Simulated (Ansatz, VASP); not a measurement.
PtS2 in VASP and in Ansatz

File POSCAR:

```
PtS2
1.0
    3.5121241805      0.0000000000      0.0000000000
   -1.7560620903      3.0415887616      0.0000000000
    0.0000000000      0.0000000000      5.2551739867
Pt S
1 2
Direct
    0.0000000000      0.0000000000      0.0000000000
    0.3333333333      0.6666666667      0.2375680172
    0.6666666667      0.3333333333      0.7624319828
```

File INCAR.step1:

```
  ALGO = Normal
  EDIFF = 1E-4
  ENCUT = 520
  GGA = PE
  ISMEAR = 0
  LASPH = T
  LCHARG = F
  LREAL = F
  LWAVE = T
  NBANDS = 18
  NELM = 60
  PREC = Accurate
  SIGMA = 0.01
```

The input INCAR.step2:

```
  ALGO = Normal
  EDIFF = 1E-7
  ENCUT = 520
  ISIF = 2
  ISMEAR = 0
  ISTART = 1
  LASPH = T
  LCHARG = F
  LMIXTAU = T
  LREAL = F
  LWAVE = F
  METAGGA = R2SCAN
  NBANDS = 18
  NELM = 60
  PREC = Accurate
  SIGMA = 0.01
```

The input KPOINTS:

```
k-points
0
Gamma
  12 12 6
```

Input for Ansatz:

```yaml
crystal:
  lattice:
    - [3.5121241805, 0.0, 0.0]
    - [-1.7560620903, 3.0415887616, 0.0]
    - [0.0, 0.0, 5.2551739867]
  atoms:
    - { symbol: Pt, position: [0.0, 0.0, 0.0] }
    - { symbol: S, position: [0.3333333333, 0.6666666667, 0.2375680172] }
    - { symbol: S, position: [0.6666666667, 0.3333333333, 0.7624319828] }
kpoints:
  mp_grid: { grid: [12, 12, 6] }
  band_path:
    path:
      - [0.0, 0.0, 0.0]
      - [0.5, 0.0, 0.0]
      - [0.3333333333, 0.3333333333, 0.0]
      - [0.0, 0.0, 0.5]
      - [0.5, 0.0, 0.5]
      - [0.3333333333, 0.3333333333, 0.5]
      - [0.0, 0.25, 0.3333333333]
      - [0.0, 0.177083, 0.213542]
      - [0.0, 0.27474, 0.308594]
    npoints: 1
hamiltonian:
  xc: r2scan
scf:
  occupations: { method: fixed }
  n_extra_bands: 4
output:
  forces: true
  stress: true
  eigenvalues: true
```

Change from the starting cell: epitaxial_xy strain -1.1%.

Alike in both runs: task single point; functional r2SCAN; k mesh 12 × 12 × 6; no spin polarisation.

|  | VASP | Ansatz |
| --- | --- | --- |
| version | VASP 6.6.1 | Ansatz 0.2.0 |
| potentials or method | VASP PAW PBE potentials, release 64 (Pt, S) | plane waves, PAW |
| plane-wave cutoff (eV) | 520 | 500 |
| occupations | gaussian, width 0.01 eV | fixed |
| valence electrons in the cell | 22 | 30 |

Ansatz gave:

| Item | Value |
| --- | --- |
| gap on the k mesh at the Fermi level (eV) | 0.99 |
| pressure (GPa) | 2.9 |
| traceless stress, the component that is largest in VASP (GPa) | -1.61 |
| rms of the force components (eV/Å) | 0.021 |

Problem. Which values does VASP return?

Solution. gap on the k mesh at the Fermi level (eV): 0.99; pressure (GPa): 2.9; traceless stress, the component that is largest in VASP (GPa): -1.64; rms of the force components (eV/Å): 0.023.

VASP's potentials were made for PBE, not for r2SCAN. Atom by atom the forces differ by 0.002 eV/Å (rms over components). VASP's potentials hold 22 valence electrons a cell and Ansatz's 30, so a difference there can come from the potentials and not from the codes.

Spin-orbit coupling is off throughout.
